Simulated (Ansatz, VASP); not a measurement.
**Two plane-wave programs on Co**

```
Co
1.0
     0.00000    1.76004    1.76004
     1.76004    0.00000    1.76004
     1.76004    1.76004    0.00000
Co
1
Direct
  0.00000 0.00000 0.00000
```

Alike in both runs: task single point; functional PBE; k mesh 20 × 20 × 20; occupations gaussian, width 0.05 eV; collinear spin.

```csv
,VASP,Ansatz
version,VASP 6.6.1,Ansatz 0.2.0
potentials or method,"VASP PAW PBE potentials, release 64 (Co), cutoff 520 eV","scalar-relativistic, plane waves, PAW"
valence electrons in the cell,9,17
```

Ansatz gave:

| Property | Result |
| --- | --- |
| gap on the k mesh at the Fermi level (eV) | none |
| pressure (GPa) | 0.0 |
| net moment per atom (μB) | 1.64 |
| size of the moment on the site where the two differ most (μB) | 1.71 |

Question: What did VASP give for the same quantities?

Answer: gap on the k mesh at the Fermi level (eV): none; pressure (GPa): -13.2; net moment per atom (μB): 0.00; size of the moment on the site where the two differ most (μB): 0.00.

The net moments are unlike, so the other rows may belong to different states. Site moments also hang on the region over which each program counts them. A gap of «none» marks a metal or a gap that the smearing closes. VASP's potentials hold 9 valence electrons a cell and Ansatz's 17, so a difference there can come from the potentials and not from the codes.
